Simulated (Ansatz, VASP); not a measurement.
W2Br3 in VASP and in Ansatz

```
W Br
1.0
     4.21932    2.43602    3.66774
    -4.21932    2.43602    3.66774
     0.00000   -4.87205    3.66774
W Br
2 3
Direct
  0.89923 0.89923 0.89923
  0.10077 0.10077 0.10077
  0.00000 0.50000 0.00000
  0.00000 0.00000 0.50000
  0.50000 0.00000 0.00000
```

Change from the starting cell: species swapped into the Br2Cl3 type (R-3m, No. 166).

Alike in both runs: functional PBE; k mesh 6 × 6 × 6; occupations gaussian, width 0.1 eV; no spin polarisation.

Ansatz relaxed the structure, and its values are those at the end. VASP's run is a single point on that final structure, the one shown.

|  | VASP | Ansatz |
| --- | --- | --- |
| version | VASP 6.6.1 | Ansatz 0.2.0 |
| potentials or method | VASP PAW PBE potentials, release 64 (W_sv, Br), cutoff 520 eV | scalar-relativistic, plane waves, PAW |
| valence electrons in the cell | 49 | 49 |

```tsv
	VASP	Ansatz	Ansatz less VASP
gap on the k mesh at the Fermi level (eV)	none	none	-
pressure (GPa)	0.3	0.0	-0.26
rms of the force components (eV/Å)	0.136	0.000	-0.1362
```

A gap of «none» marks a metal or a gap that the smearing closes. One of these differences is far larger than is usual between the two programs; its cause wasn't traced. With one functional, cell and mesh, what is left measures potentials, basis and numerics.

Spin-orbit coupling is off throughout.
